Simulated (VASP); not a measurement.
Write the native input for VASP 6.6.1 that does the following.

* Task: single point
* Functional: PBE
* Potentials or basis: VASP PAW PBE potentials, release 64 (Lu)
* Cutoff: 520 eV
* k mesh: 8 × 8 × 8
* Occupations: gaussian, width 0.05 eV
* Spin: no spin polarisation
* Dipole correction: no
* Further INCAR settings: ALGO = Normal; EDIFF = 1e-06; NBANDS = 18

The structure of Lu lies in POSCAR:

```
Lu
1.0
    0.0000000000      2.4573884971      2.4573884971
    2.4573884971      0.0000000000      2.4573884971
    2.4573884971      2.4573884971      0.0000000000
Lu
1
Direct
    0.0000000000      0.0000000000      0.0000000000
```

This isn't the form of Lu at room conditions, which is hcp.

The input as run:

INCAR

```
SYSTEM = Lu
PREC = Accurate ; ENCUT = 520
EDIFF = 1E-6 ; ISMEAR = 0
SIGMA = 0.05 ; LREAL = .False.
LASPH = .True. ; NELM = 100
ALGO = Normal ; ISIF = 2
LWAVE = .False. ; LCHARG = .False.
GGA = PE ; NBANDS = 18
```

KPOINTS

```
Automatic mesh
0
Gamma
  8 8 8
  0 0 0
```

Potentials or basis: VASP PAW PBE potentials, release 64 (Lu).

The run is started by

```sh
$ cat potpaw_PBE.64/Lu/POTCAR > POTCAR
$ mpirun -np 1 vasp_std > vasp.out
```

Results of the run:

```json
{
 "Pressure": "-1.3 GPa",
 "Band gap on the k mesh": "zero (an odd number of electrons rules out a gap without spin polarisation)"
}
```

Caveat: spin-orbit coupling is left out, which moves the levels of the heavy elements.

Run time: 11 s on 1 thread of Intel(R) Xeon(R) 6975P-C (Granite Rapids) (shared host), peak memory 0.17 GiB.
